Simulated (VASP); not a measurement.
A run of VASP 6.6.1:

File INCAR:

```
SYSTEM = Hg
PREC = Accurate ; ENCUT = 520
EDIFF = 1E-7 ; ISMEAR = 0
SIGMA = 0.1 ; LREAL = .FALSE.
LASPH = .TRUE. ; NELM = 80
ALGO = Normal ; ISIF = 2
LWAVE = .FALSE. ; LCHARG = .TRUE.
GGA = PE ; LELF = .TRUE.
LVHAR = .TRUE. ; NBANDS = 12
```

KPOINTS

```
regular mesh
0
G
  8 8 8
  0 0 0
```

POSCAR

```
Hg
1.0
    0.0000000000      2.3919113801      2.3919113801
    2.3919113801      0.0000000000      2.3919113801
    2.3919113801      2.3919113801      0.0000000000
Hg
1
Direct
    0.0000000000      0.0000000000      0.0000000000
```

Potentials or basis: VASP PAW PBE potentials, release 64 (Hg).

Command:

```console
$ cat potpaw_PBE.64/Hg/POTCAR > POTCAR
$ mpirun -np 1 vasp_std > vasp.out
```

Hardware: 1 thread of Intel Xeon 8259CL, on a shared host.

Q: How long does it take, and how much memory?

A: It took 19 s on 1 thread of Intel Xeon 8259CL, on a shared host, peak memory 0.16 GiB. Counts: scf iterations 11, k points 29.
